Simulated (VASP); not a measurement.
# GaP (Pm-3m) in VASP: notebook, part 2 of 3

VASP 6.6.1.

## Step 3: Single point, PBE

This run uses another cell than the first one, of 21.80 Å³/atom.

The input, INCAR:

```
SYSTEM = GaP
PREC = Accurate ; ENCUT = 520
EDIFF = 1E-7 ; ISMEAR = 0
SIGMA = 0.1 ; LREAL = .FALSE.
LASPH = .TRUE. ; NELM = 80
ALGO = Normal ; ISIF = 2
LWAVE = .FALSE. ; LCHARG = .TRUE.
GGA = PE ; LELF = .TRUE.
LVHAR = .TRUE. ; NBANDS = 16
```

The input, KPOINTS:

```
regular mesh
0
G
  6 6 6
  0 0 0
```

The input, POSCAR:

```
GaP
1.0
    3.5197930000      0.0000000000      0.0000000000
    0.0000000000      3.5197930000      0.0000000000
    0.0000000000      0.0000000000      3.5197930000
Ga P
1 1
Direct
    0.5000000000      0.5000000000      0.5000000000
    0.0000000000      0.0000000000      0.0000000000
```

Potentials or basis: VASP PAW PBE potentials, release 64 (Ga_d, P).

Launch:

```console
$ cat potpaw_PBE.64/Ga_d/POTCAR potpaw_PBE.64/P/POTCAR > POTCAR
$ mpirun -np 1 vasp_std > vasp.out
```

OUTCAR:

```text
SYSTEM = GaP
   PREC = Accurate
   ENCUT = 520
   EDIFF = 1E-7
   ISMEAR = 0
   LREAL = .FALSE.
   LASPH = .TRUE.
   NELM = 80
   ISIF = 2
   GGA = PE

 ion  position               nearest neighbor table
   1  0.500  0.500  0.500-
   2  0.000  0.000  0.000-

  LATTYP: Found a simple cubic cell.
 ALAT       =     3.5197930000

  Lattice vectors:

 A1 = (   3.5197930000,   0.0000000000,   0.0000000000)
 A2 = (   0.0000000000,   3.5197930000,   0.0000000000)
 A3 = (   0.0000000000,   0.0000000000,   3.5197930000)

Analysis of symmetry for initial positions (statically):
=====================================================================
 Subroutine PRICEL returns:
 Original cell was already a primitive cell.

 Routine SETGRP: Setting up the symmetry group for a
 simple cubic supercell.

 Subroutine GETGRP returns: Found 48 space group operations
 (whereof 48 operations were pure point group operations)
 out of a pool of 48 trial point group operations.

The static configuration has the point symmetry O_h .

Analysis of symmetry for dynamics (positions and initial velocities):
=====================================================================
 Subroutine PRICEL returns:
 Original cell was already a primitive cell.

 Routine SETGRP: Setting up the symmetry group for a
 simple cubic supercell.

 Subroutine GETGRP returns: Found 48 space group operations
 (whereof 48 operations were pure point group operations)
 out of a pool of 48 trial point group operations.

The dynamic configuration has the point symmetry O_h .

 Subroutine INISYM returns: Found 48 space group operations
 (whereof 48 operations are pure point group operations),
 and found     1 'primitive' translations

----------------------------------------------------------------------------------------

                                     Primitive cell

  volume of cell :      43.6065

  direct lattice vectors                    reciprocal lattice vectors
     3.519793000  0.000000000  0.000000000     0.284107617  0.000000000  0.000000000
     0.000000000  3.519793000  0.000000000     0.000000000  0.284107617  0.000000000
     0.000000000  0.000000000  3.519793000     0.000000000  0.000000000  0.284107617

  length of vectors
     3.519793000  3.519793000  3.519793000     0.284107617  0.284107617  0.284107617

  position of ions in fractional coordinates (direct lattice)
     0.500000000  0.500000000  0.500000000
     0.000000000  0.000000000  0.000000000

  ion indices of the primitive-cell ions
   primitive index   ion index
                 1           1
                 2           2

----------------------------------------------------------------------------------------

 KPOINTS: regular mesh

Automatic generation of k-mesh.
 Grid dimensions read from file:
 generate k-points for:    6    6    6

 Generating k-lattice:

  Cartesian coordinates                     Fractional coordinates (reciprocal lattice)
     0.047351269  0.000000000  0.000000000     0.166666667  0.000000000  0.000000000
     0.000000000  0.047351269  0.000000000     0.000000000  0.166666667  0.000000000
     0.000000000  0.000000000  0.047351269     0.000000000  0.000000000  0.166666667

  Length of vectors
     0.047351269  0.047351269  0.047351269

  Shift w.r.t. Gamma in fractional coordinates (k-lattice)
     0.000000000  0.000000000  0.000000000

 Subroutine IBZKPT returns following result:
 ===========================================

 Found     20 irreducible k-points:

 Following reciprocal coordinates:
            Coordinates               Weight
  0.000000  0.000000  0.000000      1.000000
  0.166667  0.000000  0.000000      6.000000
  0.333333  0.000000  0.000000      6.000000
  0.500000  0.000000  0.000000      3.000000
  0.166667  0.166667  0.000000     12.000000
  0.333333  0.166667  0.000000     24.000000
[... 12 lines left out ...]
  0.500000  0.500000  0.333333      6.000000
  0.500000  0.500000  0.500000      1.000000
   k-points           NKPTS =     20   k-points in BZ     NKDIM =     20   number of bands    NBANDS=     16
   number of dos      NEDOS =    301   number of ions     NIONS =      2
   total plane-waves  NPLWV =  21952
   dimension x,y,z NGX =    28 NGY =   28 NGZ =   28
   dimension x,y,z NGXF=    56 NGYF=   56 NGZF=   56
   ions per type =               1   1
   NGX,Y,Z   is equivalent  to a cutoff of  13.22, 13.22, 13.22 a.u.
   NGXF,Y,Z  is equivalent  to a cutoff of  26.45, 26.45, 26.45 a.u.
 SYSTEM =  GaP
   PREC   = accura    normal or accurate (medium, high low for compatibility)
   ISTART =      0    job   : 0-new  1-cont  2-samecut
   ICHARG =      2    charge: 1-file 2-atom 10-const
   ISPIN  =      1    spin polarized calculation?
   LNONCOLLINEAR =      F non collinear calculations
   LSORBIT =      F    spin-orbit coupling
   LASPH  =      T    aspherical Exc in radial PAW
   ENCUT  =  520.0 eV  38.22 Ry    6.18 a.u.   6.54  6.54  6.54*2*pi/ulx,y,z
   NELM   =     80;   NELMIN=  2; NELMDL= -5     # of ELM steps
   EDIFF  = 0.1E-06   stopping-criterion for ELM
   LREAL  =      F    real-space projection
   EDIFFG = 0.1E-05   stopping-criterion for IOM
   NSW    =      0    number of steps for IOM
   IBRION =     -1    ionic relax: 0-MD 1-quasi-New 2-CG
   NFREE  =      0    steps in history (QN), initial steepest desc. (CG)
   ISIF   =      2    stress and relaxation
   ISYM   =      2    0-nonsym 1-usesym 2-fastsym
   POTIM  = 0.5000    time-step for ionic-motion
   TEBEG  =    0.0;   TEEND  =   0.0 temperature during run
   PSTRESS=    0.0 pullay stress
   NELECT =      18.0000    total number of electrons
   NUPDOWN=      -1.0000    fix difference up-down
   EMIN   =  10.00;   EMAX   =-10.00  energy-range for DOS
   EFERMI =   0.00;   METHOD = LEGACY
   ISMEAR =     0;   SIGMA  =   0.10  broadening in eV -4-tet -1-fermi 0-gaus
   EFERMI_NEDOS =   21; number of points for ismear=-14 and -15
   IALGO  =     38    algorithm
   IMIX   =      4    mixing-type and parameters
     AMIX     =   0.40;   BMIX     =  1.00
     AMIX_MAG =   1.60;   BMIX_MAG =  1.00
  volume/ion in A,a.u.               =      21.80       147.14
  Fermi-wavevector in a.u.,A,eV,Ry     =   1.218939  2.303460 20.215694  1.485812
  Thomas-Fermi vector in A             =   2.354208
   LORBIT       =      0    0 simple, 1 ext, 2 COOP (PROOUT), +10 PAW based schemes
   GGA     = PE    functional components
   LHFCALC =     F    Hartree Fock is set to
   AEXX    =    0.0000 exact exchange contribution
   IVDW    =     0    specifies the selected vdW correction
   LEPSILON=     F    determine dielectric tensor
   LRPA    =     F    only Hartree local field effects (RPA)
 non-spin polarized calculation
 Gauss-broadening in eV      SIGMA  =   0.10
  energy-cutoff  :      520.00
  volume of cell :       43.61
 maximum number of plane-waves:      1208
 NGX is ok and might be reduce to    28
   NGX = 13   NGY = 13   NGZ = 13

 number of electron      18.0000014 magnetization

 Free energy of the ion-electron system (eV)
  ---------------------------------------------------
  ext. energy  EPLUGINS =         0.00000000
  ---------------------------------------------------
  free energy    TOTEN  =        -7.20006168 eV

  energy without entropy =       -7.19013927  energy(sigma->0) =       -7.19510047

 E-fermi :   4.2450     XC(G=0): -10.0083

 val. band max:        4.2136358727   @ k =   0.1667   0.0000   0.0000
 cond. band min:       4.2744936682   @ k =   0.5000   0.3333   0.1667
 fundamental gap:      0.0608577955
 Fermi energy:         4.2450119188

 k-point     1 :       0.0000    0.0000    0.0000
  band No.  band energies     occupation
      1     -10.2628      2.00000
      2     -10.2628      2.00000
      3     -10.1997      2.00000
      4     -10.1997      2.00000
      5     -10.1997      2.00000
      6      -7.2827      2.00000
[... 8 lines left out ...]
     15      12.4650      0.00000
     16      17.0103      0.00000
[... 343 lines left out ...]
 k-point    20 :       0.5000    0.5000    0.5000
  band No.  band energies     occupation
      1     -10.2528      2.00000
      2     -10.2528      2.00000
      3     -10.2528      2.00000
      4     -10.1703      2.00000
      5     -10.1703      2.00000
      6      -3.8218      2.00000
[... 8 lines left out ...]
     15      20.5834      0.00000
     16      20.5834      0.00000

------------------------ aborting loop because EDIFF is reached ----------------------------------------

  FORCE on cell =-STRESS in cart. coord.  units (eV):
  Direction    XX          YY          ZZ          XY          YZ          ZX
  --------------------------------------------------------------------------------------
  -------------------------------------------------------------------------------------
  Total       -2.7994592     -2.7994592     -2.7994592     -0.0000000     -0.0000000      0.0000000
  in kB     -102.8568836   -102.8568836   -102.8568836     -0.0000000     -0.0000000      0.0000000
  external PRESSURE =    -102.8568836 kB  Pullay stress =       0.0000000 kB

 VOLUME and BASIS-vectors are now :
 -----------------------------------------------------------------------------
  energy-cutoff  :      520.00
  volume of cell :       43.61
      direct lattice vectors                 reciprocal lattice vectors
     3.519793000  0.000000000  0.000000000     0.284107617  0.000000000  0.000000000
     0.000000000  3.519793000  0.000000000     0.000000000  0.284107617  0.000000000
     0.000000000  0.000000000  3.519793000     0.000000000  0.000000000  0.284107617

 POSITION                                       TOTAL-FORCE (eV/Angst)
 -----------------------------------------------------------------------------------
      1.75990      1.75990      1.75990         0.000000      0.000000      0.000000
      0.00000      0.00000      0.00000         0.000000      0.000000      0.000000
 -----------------------------------------------------------------------------------
    total drift:                                0.000000      0.000000      0.000000

  FREE ENERGIE OF THE ION-ELECTRON SYSTEM (eV)
  ---------------------------------------------------
  free  energy   TOTEN  =        -7.2000616755 eV

  energy  without entropy=       -7.1901392701  energy(sigma->0) =       -7.19510047
```

OSZICAR:

```text
N       E                     dE             d eps       ncg     rms          rms(c)
DAV:   1     0.770102982168E+02    0.77010E+02   -0.85372E+03   640   0.155E+03
DAV:   2    -0.150836490999E+01   -0.78519E+02   -0.75895E+02   776   0.311E+02
DAV:   3    -0.718540786505E+01   -0.56770E+01   -0.56259E+01   752   0.612E+01
DAV:   4    -0.727493912138E+01   -0.89531E-01   -0.89502E-01   832   0.824E+00
DAV:   5    -0.727635153159E+01   -0.14124E-02   -0.14124E-02   760   0.969E-01    0.206E+00
DAV:   6    -0.720963015009E+01    0.66721E-01   -0.96740E-02   904   0.424E+00    0.120E+00
DAV:   7    -0.720140192884E+01    0.82282E-02   -0.15675E-02   904   0.804E-01    0.448E-01
DAV:   8    -0.720002302132E+01    0.13789E-02   -0.28219E-03   792   0.503E-01    0.554E-02
DAV:   9    -0.720005789619E+01   -0.34875E-04   -0.17333E-04   952   0.141E-01    0.372E-02
DAV:  10    -0.720005998287E+01   -0.20867E-05   -0.56663E-06   848   0.253E-02    0.187E-02
DAV:  11    -0.720006166541E+01   -0.16825E-05   -0.37410E-06   792   0.289E-02    0.337E-03
DAV:  12    -0.720006181397E+01   -0.14856E-06   -0.17476E-07   656   0.387E-03    0.340E-04
DAV:  13    -0.720006169355E+01    0.12042E-06   -0.37064E-08   464   0.257E-03    0.357E-04
DAV:  14    -0.720006167548E+01    0.18069E-07   -0.53173E-09   464   0.997E-04
   1 F= -.72000617E+01 E0= -.71951005E+01  d E =-.992241E-02
```

stdout:

```text
POSCAR found type information on POSCAR GaP
 POSCAR found :  2 types and       2 ions
 scaLAPACK will be used
 LDA part: xc-table for (Slater+PW92), standard interpolation
 POSCAR, INCAR and KPOINTS ok, starting setup
 FFT: planning ... GRIDC
 FFT: planning ... GRID_SOFT
 FFT: planning ... GRID
 WAVECAR not read
 entering main loop
```

Run time: 23 s. Hardware: 1 thread of AMD EPYC 7R13, shared host; peak memory 0.13 GiB.

What came out:

```
Free energy            : -7.2001 eV
Pressure               : -10.3 GPa
Band gap on the k mesh : zero (bands 9 and 10 overlap by 2.86 eV)
```

Caveat: the cell stands under tension.

## Step 4: Relaxation of cell and atoms, PBE

This run uses another cell than the first one, of 21.80 Å³/atom.

The input, INCAR:

```
SYSTEM = GaP
ALGO = Normal
EDIFF = 1E-7
EDIFFG = -0.04
ENCUT = 600
GGA = PE
IBRION = 2
ISIF = 3
ISMEAR = 0
LASPH = .TRUE.
LCHARG = .FALSE.
LREAL = .FALSE.
LWAVE = .FALSE.
NELM = 80
NSW = 90
PREC = Accurate
SIGMA = 0.1
```

The input, KPOINTS:

```
k-points
0
G
  6 6 6
  0 0 0
```

POSCAR is that of step 3.

Launch:

```console
$ cat potpaw_PBE.64/Ga_d/POTCAR potpaw_PBE.64/P/POTCAR > POTCAR
$ mpirun -np 1 vasp_std > vasp.out
```

It took 54 s on 1 thread of AMD EPYC 7R13, shared host; peak memory 0.14 GiB.

Results (log left out):

* Free energy: -7.6250 eV
* Relaxed volume: 16.74 Å³/atom
* Relaxed cell: a = 3.223 Å, b = 3.223 Å, c = 3.223 Å, α = 90.00°, β = 90.00°, γ = 90.00°
* Space group after relaxing (to 0.1 Å): Pm-3m (No. 221)
* Energy gained by relaxing: 212.5 meV/atom
* Ionic steps: 4
* Pressure after relaxing: 0.1 GPa

The path:
```
step  energy change (eV)  largest force (eV/Å)  pressure (GPa)  volume (Å³)
   1              0.0000                0.0000          -10.31        43.61
   2             -0.4039                0.0000           -3.46        35.34
   3             -0.4248                0.0000           -0.44        33.71
   4             -0.4251                0.0000            0.05        33.49
```

Final structure:
```xyz
2
Lattice="3.2233 0.0000 0.0000 0.0000 3.2233 0.0000 0.0000 0.0000 3.2233" Properties=species:S:1:pos:R:3 pbc="T T T"
Ga    1.6116    1.6116    1.6116
P     0.0000    0.0000    0.0000
```

Levels at points of the mesh, in eV from the Fermi level:
| k point | band 5 | band 6 | band 7 | band 8 | band 9 | band 10 | band 11 | band 12 | band 13 |
| --- | --- | --- | --- | --- | --- | --- | --- | --- | --- |
| (0.00, 0.00, 0.00) | -14.53 | -13.48 | -1.02 | -0.65 | -0.65 | -0.65 | 4.56 | 4.56 | 10.64 |
| (0.50, 0.00, 0.00) | -14.53 | -11.14 | -8.48 | 1.28 | 1.28 | 3.54 | 3.92 | 5.05 | 5.05 |
| (0.50, 0.50, 0.00) | -14.47 | -9.01 | -5.41 | -5.41 | -4.56 | 2.11 | 7.66 | 7.66 | 8.29 |
| (0.50, 0.50, 0.50) | -14.47 | -7.82 | -2.70 | -2.70 | -2.70 | -1.41 | -0.54 | -0.54 | -0.54 |

Caveat: the volume moved by over 15 % at a fixed basis, so the end points are rough; the highest band is partly filled, so the run has too few bands.

(Part 2 of 3 ends here.)

The gap in the log of VASP goes by the Fermi energy; the results here count the filled bands.